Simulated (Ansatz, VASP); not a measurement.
**Two plane-wave programs on GaP**

```xyz
12
Lattice="6.7813 0.0000 0.0000 0.0000 6.7813 0.0000 0.0000 0.0000 6.7813" Properties=species:S:1:pos:R:3 pbc="T T T"
Ga    5.0860    3.3906    0.0000
Ga    3.3906    0.0000    5.0860
Ga    0.0000    5.0860    3.3906
Ga    0.0000    1.6953    3.3906
Ga    1.6953    3.3906    0.0000
Ga    3.3906    0.0000    1.6953
P     3.3906    5.0860    0.0000
P     5.0860    0.0000    3.3906
P     0.0000    3.3906    5.0860
P     1.6953    0.0000    3.3906
P     0.0000    3.3906    1.6953
P     3.3906    1.6953    0.0000
```

Alike in both runs: functional PBE; k mesh 4 × 4 × 4; occupations gaussian, width 0.1 eV; no spin polarisation.

Ansatz relaxed the structure, and its values are those at the end. VASP's run is a single point on that final structure, the one shown.

|  | VASP | Ansatz |
| --- | --- | --- |
| version | VASP 6.6.1 | Ansatz 0.2.0 |
| potentials or method | VASP PAW PBE potentials, release 64 (Ga_d, P), cutoff 520 eV | scalar-relativistic, plane waves, PAW |
| valence electrons in the cell | 108 | 108 |

Ansatz gave:

```
gap on the k mesh at the Fermi level (eV) : 1.00
least direct gap on the mesh (eV)         : 1.11
pressure (GPa)                            : 0.1
```

Estimate VASP's values.

gap on the k mesh at the Fermi level (eV): 0.99; least direct gap on the mesh (eV): 1.10; pressure (GPa): 0.1.
